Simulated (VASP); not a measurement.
# KPdC2 (P4_2/mmc) in VASP: single point with r2SCAN

Aim: the single point of KPdC2 with r2SCAN.

Program: VASP 6.6.1. These are calculated values, not measurements. Logs are shortened: lines on timing, memory, paths and dates and some standing lists are left out, and cuts for length are marked.

### Step 1. The cell of the first run

The structure is tetragonal, space group P4_2/mmc (No. 131). The conventional cell has a = 4.938 Å, b = 4.938 Å, c = 7.652 Å, α = 90.00°, β = 90.00°, γ = 90.00°. C (site symmetry m2m) has 1 C at 1.21 Å within 1.6 Å. Within 4.2 Å of K (site symmetry -4m2) lie 8 C at 3.18 Å and 2 K at 3.83 Å and 8 Pd at 3.98 Å. Pd (site symmetry mmm) has 2 C at 1.87 Å within 2.5 Å.

### Step 2. Single point, r2SCAN

File POSCAR:

```
KPdC2
1.0
    4.9381769900      0.0000000000      0.0000000000
    0.0000000000      4.9381769900      0.0000000000
    0.0000000000      0.0000000000      7.6517702100
C K Pd
4 2 2
Direct
    0.1223000000      0.5000000000      0.5000000000
    0.5000000000      0.1223000000      0.0000000000
    0.8777000000      0.5000000000      0.5000000000
    0.5000000000      0.8777000000      0.0000000000
    0.0000000000      0.0000000000      0.2500000000
    0.0000000000      0.0000000000      0.7500000000
    0.5000000000      0.5000000000      0.0000000000
    0.5000000000      0.5000000000      0.5000000000
```

File INCAR.step1:

```
SYSTEM = KPdC2
  PREC = Accurate
  ENCUT = 520
  ISMEAR = -1
  SIGMA = 0.1
  LREAL = .False.
  LASPH = .True.
  NELM = 100
  NBANDS = 37
  GGA = PE
  ALGO = Normal
  EDIFF = 1E-4
  LWAVE = .True.
  LCHARG = .False.
```

File INCAR.step2:

```
SYSTEM = KPdC2
  PREC = Accurate
  ENCUT = 520
  EDIFF = 1E-7
  ISMEAR = -1
  SIGMA = 0.1
  LREAL = .False.
  LASPH = .True.
  NELM = 100
  ALGO = Normal
  ISIF = 2
  LWAVE = .False.
  LCHARG = .True.
  METAGGA = R2SCAN
  LMIXTAU = .True.
  LELF = .True.
  LVHAR = .True.
  NBANDS = 37
  ISTART = 1
```

File KPOINTS:

```
regular mesh
0
Gamma
  7 7 5
  0 0 0
```

Potentials or basis: VASP PAW PBE potentials, release 64 (C, K_sv, Pd).

The run is started by

```bash
$ cat potpaw_PBE.64/C/POTCAR potpaw_PBE.64/K_sv/POTCAR potpaw_PBE.64/Pd/POTCAR > POTCAR
$ cp INCAR.step1 INCAR
$ mpirun -np 1 vasp_std > vasp.out
$ cp INCAR.step2 INCAR
$ mpirun -np 1 vasp_std > vasp.out
```

OUTCAR:

```text
SYSTEM = KPdC2
   PREC = Accurate
   ENCUT = 520
   EDIFF = 1E-7
   ISMEAR = -1
   LREAL = .False.
   LASPH = .True.
   NELM = 100
   ISIF = 2
   METAGGA = R2SCAN
   ISTART = 1

 ion  position               nearest neighbor table
   1  0.122  0.500  0.500-   3 1.21   8 1.87
   2  0.500  0.122  0.000-   4 1.21   7 1.87
   3  0.878  0.500  0.500-   1 1.21   8 1.87
   4  0.500  0.878  0.000-   2 1.21   7 1.87
   5  0.000  0.000  0.250-
   6  0.000  0.000  0.750-
   7  0.500  0.500  0.000-   2 1.87   4 1.87
   8  0.500  0.500  0.500-   1 1.87   3 1.87

  LATTYP: Found a simple tetragonal cell.
 ALAT       =     4.9381769900
 C/A-ratio  =     1.5495131555

  Lattice vectors:

 A1 = (   4.9381769900,   0.0000000000,   0.0000000000)
 A2 = (   0.0000000000,   4.9381769900,   0.0000000000)
 A3 = (   0.0000000000,   0.0000000000,   7.6517702100)

Analysis of symmetry for initial positions (statically):
=====================================================================
 Subroutine PRICEL returns:
 Original cell was already a primitive cell.

 Routine SETGRP: Setting up the symmetry group for a
 simple tetragonal supercell.

 Subroutine GETGRP returns: Found 16 space group operations
 (whereof  8 operations were pure point group operations)
 out of a pool of 16 trial point group operations.

The static configuration has the point symmetry D_2h.
 The point group associated with its full space group is D_4h.

Analysis of symmetry for dynamics (positions and initial velocities):
=====================================================================
 Subroutine PRICEL returns:
 Original cell was already a primitive cell.

 Routine SETGRP: Setting up the symmetry group for a
 simple tetragonal supercell.

 Subroutine GETGRP returns: Found 16 space group operations
 (whereof  8 operations were pure point group operations)
 out of a pool of 16 trial point group operations.

The dynamic configuration has the point symmetry D_2h.
 The point group associated with its full space group is D_4h.

 Subroutine INISYM returns: Found 16 space group operations
 (whereof  8 operations are pure point group operations),
 and found     1 'primitive' translations

----------------------------------------------------------------------------------------

                                     Primitive cell

  volume of cell :     186.5929

  direct lattice vectors                    reciprocal lattice vectors
     4.938176990  0.000000000  0.000000000     0.202503880  0.000000000  0.000000000
[... 104 lines left out ...]
   ISIF   =      2    stress and relaxation
   ISYM   =      2    0-nonsym 1-usesym 2-fastsym
   POTIM  = 0.5000    time-step for ionic-motion
   TEBEG  =    0.0;   TEEND  =   0.0 temperature during run
   PSTRESS=    0.0 pullay stress
   NELECT =      54.0000    total number of electrons
   NUPDOWN=      -1.0000    fix difference up-down
   EMIN   =  10.00;   EMAX   =-10.00  energy-range for DOS
   EFERMI =   0.00;   METHOD = LEGACY
   ISMEAR =    -1;   SIGMA  =   0.10  broadening in eV -4-tet -1-fermi 0-gaus
   EFERMI_NEDOS =   21; number of points for ismear=-14 and -15
   IALGO  =     38    algorithm
   IMIX   =      4    mixing-type and parameters
     AMIX     =   0.40;   BMIX     =  1.00
     AMIX_MAG =   1.60;   BMIX_MAG =  1.00
  volume/ion in A,a.u.               =      23.32       157.40
  Fermi-wavevector in a.u.,A,eV,Ry     =   1.082865  2.046318 15.954147  1.172597
  Thomas-Fermi vector in A             =   2.218917
   LORBIT       =      0    0 simple, 1 ext, 2 COOP (PROOUT), +10 PAW based schemes
   METAGGA = R2SCAN    functional components
   LHFCALC =     F    Hartree Fock is set to
   AEXX    =    0.0000 exact exchange contribution
   IVDW    =     0    specifies the selected vdW correction
   LEPSILON=     F    determine dielectric tensor
   LRPA    =     F    only Hartree local field effects (RPA)
 non-spin polarized calculation
  energy-cutoff  :      520.00
  volume of cell :      186.59
 maximum number of plane-waves:      5042
 NGX is ok and might be reduce to    40
   NGX = 19   NGY = 19   NGZ = 29

 number of electron      54.0000005 magnetization

 Free energy of the ion-electron system (eV)
  ---------------------------------------------------
  ext. energy  EPLUGINS =         0.00000000
  ---------------------------------------------------
  free energy    TOTEN  =       -93.25740238 eV

  energy without entropy =      -93.04866118  energy(sigma->0) =      -93.15303178

 E-fermi :   0.3730     XC(G=0):  -8.5261

 val. band max:        0.3457028250   @ k =   0.4286   0.0000   0.4000
 cond. band min:       0.3870900276   @ k =   0.4286   0.4286   0.0000
 fundamental gap:      0.0413872026
 Fermi energy:         0.3729733570

 k-point     1 :       0.0000    0.0000    0.0000
  band No.  band energies     occupation
      1     -30.4902      2.00000
      2     -30.4717      2.00000
      3     -14.2458      2.00000
      4     -14.0514      2.00000
      5     -13.1963      2.00000
      6     -13.1963      2.00000
[... 949 lines left out ...]
     36       7.4236      0.00000
     37       7.7476      0.00000

 [... further k-points ...]

------------------------ aborting loop because EDIFF is reached ----------------------------------------

  FORCE on cell =-STRESS in cart. coord.  units (eV):
  Direction    XX          YY          ZZ          XY          YZ          ZX
  --------------------------------------------------------------------------------------
  -------------------------------------------------------------------------------------
  Total       12.7853287     12.7853287     -3.4433705      0.0000000      0.0000000      0.0000000
  in kB      109.7810188    109.7810188    -29.5664450      0.0000000      0.0000000      0.0000000
  external PRESSURE =      63.3318642 kB  Pullay stress =       0.0000000 kB

 VOLUME and BASIS-vectors are now :
 -----------------------------------------------------------------------------
  energy-cutoff  :      520.00
  volume of cell :      186.59
      direct lattice vectors                 reciprocal lattice vectors
     4.938176990  0.000000000  0.000000000     0.202503880  0.000000000  0.000000000
     0.000000000  4.938176990  0.000000000     0.000000000  0.202503880  0.000000000
     0.000000000  0.000000000  7.651770210     0.000000000  0.000000000  0.130688713

 POSITION                                       TOTAL-FORCE (eV/Angst)
 -----------------------------------------------------------------------------------
      0.60394      2.46909      3.82589         3.323711     -0.000000      0.000000
      2.46909      0.60394      0.00000         0.000000      3.323711      0.000000
      4.33424      2.46909      3.82589        -3.323711     -0.000000     -0.000000
      2.46909      4.33424      0.00000        -0.000000     -3.323711     -0.000000
      0.00000      0.00000      1.91294        -0.000000     -0.000000      0.000000
      0.00000      0.00000      5.73883        -0.000000     -0.000000      0.000000
      2.46909      2.46909      0.00000        -0.000000     -0.000000      0.000000
      2.46909      2.46909      3.82589        -0.000000     -0.000000      0.000000
 -----------------------------------------------------------------------------------
    total drift:                               -0.000000      0.000000      0.000000

  FREE ENERGIE OF THE ION-ELECTRON SYSTEM (eV)
  ---------------------------------------------------
  free  energy   TOTEN  =       -93.2574023811 eV

  energy  without entropy=      -93.0486611799  energy(sigma->0) =      -93.15303178
```

Run time: 11 min. Hardware: 1 thread of Intel Xeon Platinum 8259CL at 2.50GHz (Skylake/Cascade Lake), shared host; peak memory 0.45 GiB.

What came out:

```yaml
Free_energy: -93.2574 eV
Pressure: 6.3 GPa
Largest_force: 3.324 eV/Å
Band_gap_on_the_k_mesh: zero (bands 27 and 28 overlap by 0.30 eV)
```

Forces in eV/Å, atoms in the order of the input:
```
C    3.324  0.000  0.000
C    0.000  3.324  0.000
C   -3.324  0.000  0.000
C    0.000 -3.324  0.000
K    0.000  0.000  0.000
K    0.000  0.000  0.000
Pd   0.000  0.000  0.000
Pd   0.000  0.000  0.000
```

Stress tensor (GPa, compression positive):
```
10.98  0.00  0.00
 0.00 10.98  0.00
 0.00  0.00 -2.96
```

Caveat: the stress differs along the axes, from -3 to 11 GPa; the PAW data sets were made with another functional, which shifts forces and pressure a little.

The gap in the log of VASP goes by the Fermi energy; the results here count the filled bands.